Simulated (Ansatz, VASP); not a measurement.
# C in VASP and in Ansatz

```xyz
1
Lattice="-1.0871 1.0871 1.0871 1.0871 -1.0871 1.0871 1.0871 1.0871 -1.0871" Properties=species:S:1:pos:R:3 pbc="T T T"
C     0.0000    0.0000    0.0000
```

Change from the starting cell: volume scaled by 0.8, LAPW.

Alike in both runs: task single point; functional PBEsol; k mesh 22 × 22 × 22; occupations fermi-dirac, width 0.08 eV; no spin polarisation.

|  | VASP | Ansatz |
| --- | --- | --- |
| version | VASP 6.6.1 | Ansatz 0.2.0 |
| potentials or method | VASP PAW PBE potentials, release 64 (C), cutoff 520 eV | all-electron LAPW, scalar-relativistic |

```tsv
	VASP	Ansatz	Ansatz less VASP
pressure (GPa)	75.5	74.7	-0.78
```

VASP's potentials were made for PBE, not for PBEsol. Both programs put the cell under a high pressure, so it lies far from rest at this level. Ansatz ran all-electron here, and VASP with PAW potentials.

Noted on VASP's run: the cell as given lies far from equilibrium.
